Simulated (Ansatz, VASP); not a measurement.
# One calculation of GaSiP, two programs

```
Ga Si P
1.0
     3.72944    0.00000    0.00000
     0.00000    3.72944    0.00000
     0.00000    0.00000    6.56336
Ga Si P
2 2 2
Direct
  0.50000 0.00000 0.20550
  0.00000 0.50000 0.79450
  0.50000 0.00000 0.64850
  0.00000 0.50000 0.35150
  0.00000 0.00000 0.00000
  0.50000 0.50000 0.00000
```

Alike in both runs: task single point; functional PBE; k mesh 6 × 6 × 4; occupations gaussian, width 0.1 eV; no spin polarisation.

|  | VASP | Ansatz |
| --- | --- | --- |
| version | VASP 6.6.1 | Ansatz 0.2.0 |
| potentials or method | VASP PAW PBE potentials, release 64 (Ga_d, Si, P), cutoff 520 eV | scalar-relativistic, plane waves, PAW |
| valence electrons in the cell | 44 | 44 |

```csv
,VASP,Ansatz,Ansatz less VASP
gap on the k mesh at the Fermi level (eV),none,none,-
pressure (GPa),22.3,22.3,+0.04
"traceless stress, the component that is largest in VASP (GPa)",-4.74,-4.72,+0.024
rms of the force components (eV/Å),1.565,1.568,+0.0037
```

Atom by atom the forces differ by 0.004 eV/Å (rms over components). A gap of «none» marks a metal or a gap that the smearing closes. With one functional, cell and mesh, what is left measures potentials, basis and numerics.
